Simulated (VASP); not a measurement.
Write the native input for VASP 6.6.1 that does the following.

```yaml
Task: single point
Functional: PBE
Potentials_or_basis: VASP PAW PBE potentials, release 64 (Cs_sv, Rh_pv)
Cutoff: 520 eV
k_mesh: 4 × 4 × 4
Occupations: gaussian, width 0.1 eV
Spin: no spin polarisation
Dipole_correction: no
Further_INCAR_settings: ALGO = Normal; EDIFF = 1e-07; NBANDS = 35
```

The structure of CsRh3 lies in POSCAR:

```
CsRh3
1.0
    4.3454268198      0.0000000000      0.0000000000
    0.0000000000      4.3454268198      0.0000000000
    0.0000000000      0.0000000000      4.3454268198
Cs Rh
1 3
Direct
    0.0000000000      0.0000000000      0.0000000000
    0.0000000000      0.5000000000      0.5000000000
    0.5000000000      0.0000000000      0.5000000000
    0.5000000000      0.5000000000      0.0000000000
```

These files were run (other wordings do the same):

INCAR

```
PREC     = Accurate       # precision mode
ENCUT    = 520            # plane-wave cutoff, eV
EDIFF    = 1E-7           # SCF threshold, eV
ISMEAR   = 0              # smearing method
SIGMA    = 0.1            # smearing width, eV
LREAL    = F              # projectors in reciprocal space
LASPH    = T              # aspherical terms in the spheres
NELM     = 60             # most SCF steps
ALGO     = Normal         # electronic algorithm
ISIF     = 2              # what is computed and relaxed
LWAVE    = F              # write WAVECAR
LCHARG   = F              # write CHGCAR
GGA      = PE             # functional
NBANDS   = 35             # bands
```

KPOINTS

```
regular mesh
0
Gamma
  4 4 4
```

Potentials or basis: VASP PAW PBE potentials, release 64 (Cs_sv, Rh_pv).

Run with:

```bash
$ cat potpaw_PBE.64/Cs_sv/POTCAR potpaw_PBE.64/Rh_pv/POTCAR > POTCAR
$ mpirun -np 1 vasp_std > vasp.out
```

Results of the run:

* Pressure: -7.5 GPa
* Band gap on the k mesh: zero (bands 27 and 28 overlap by 0.83 eV)

Caveat: the k points lie up to 0.36 Å⁻¹ apart, too coarse for converged energies and pressures of a metal; spin-orbit coupling is left out, which moves the levels of the heavy elements.

It took 9.1 s on 1 thread of Intel(R) Xeon(R) 6975P-C (Granite Rapids), on a shared host, peak memory 0.18 GiB.
